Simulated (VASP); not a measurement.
Input of a VASP 6.6.1 run:

INCAR

```
PREC = Accurate ; ENCUT = 520
EDIFF = 1E-7 ; ISMEAR = 0
SIGMA = 0.15 ; LREAL = False
LASPH = True ; NELM = 100
ALGO = Normal ; ISIF = 2
LWAVE = False ; LCHARG = False
GGA = PS ; NBANDS = 16
```

The input KPOINTS:

```
Automatic mesh
0
Gamma
  18 18 16
```

POSCAR

```
TiO
1.0
    2.8816000000      0.0000000000      0.0000000000
   -1.4408000000      2.4955388035      0.0000000000
    0.0000000000      0.0000000000      2.7937580351
Ti O
1 1
Direct
    0.6666666667      0.3333333333      0.0000000000
    0.0000000000      0.0000000000      0.5000000000
```

Potentials or basis: VASP PAW PBE potentials, release 64 (Ti_sv, O).

Launch:

```sh
$ cat potpaw_PBE.64/Ti_sv/POTCAR potpaw_PBE.64/O/POTCAR > POTCAR
$ mpirun -np 1 vasp_std > vasp.out
```

(1) Estimate the pressure.

(2) What does it give for the band gap on the k mesh?

## Answers

(1) -13.4 GPa.

(2) zero (band 9 reaches 10.83 eV, above the bottom of band 10 at 10.78 eV).

Caveat: the PAW data sets were made with another functional, which shifts forces and pressure a little; semilocal functionals often make such compounds metallic where correlation or magnetic order opens a gap, which also shifts bond lengths.
